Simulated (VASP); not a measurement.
Sb, 2 atoms in the cell. It takes space group Fd-3m (No. 227, cubic). The conventional cell has a = 6.938 Å, b = 6.938 Å, c = 6.938 Å, α = 90.00°, β = 90.00°, γ = 90.00°. Sb (site symmetry -43m) has 4 Sb at 3.00 Å within 4.0 Å. 

* Program: VASP 6.6.1
* Task: single point
* Functional: PBE
* Potentials or basis: VASP PAW PBE potentials, release 64 (Sb)
* Cutoff: 520 eV
* k mesh: 4 × 4 × 4
* Occupations: gaussian, width 0.1 eV
* Spin: no spin polarisation
* Dipole correction: no
* Further INCAR settings: ALGO = Normal; EDIFF = 1e-06; NBANDS = 12

Potentials or basis: VASP PAW PBE potentials, release 64 (Sb).

Run with:

```console
$ cat potpaw_PBE.64/Sb/POTCAR > POTCAR
$ mpirun -np 1 vasp_std > vasp.out
```

Hardware: 1 thread of AMD EPYC 7R43 64-Core Processor (Zen 3) (shared host).

Task: How long does it take, and how much memory?

Result: Wall time 10 s on 1 thread of AMD EPYC 7R43 64-Core Processor (Zen 3), with other jobs on the host, peak memory 0.15 GiB. Counts: scf iterations 11, k points 8.
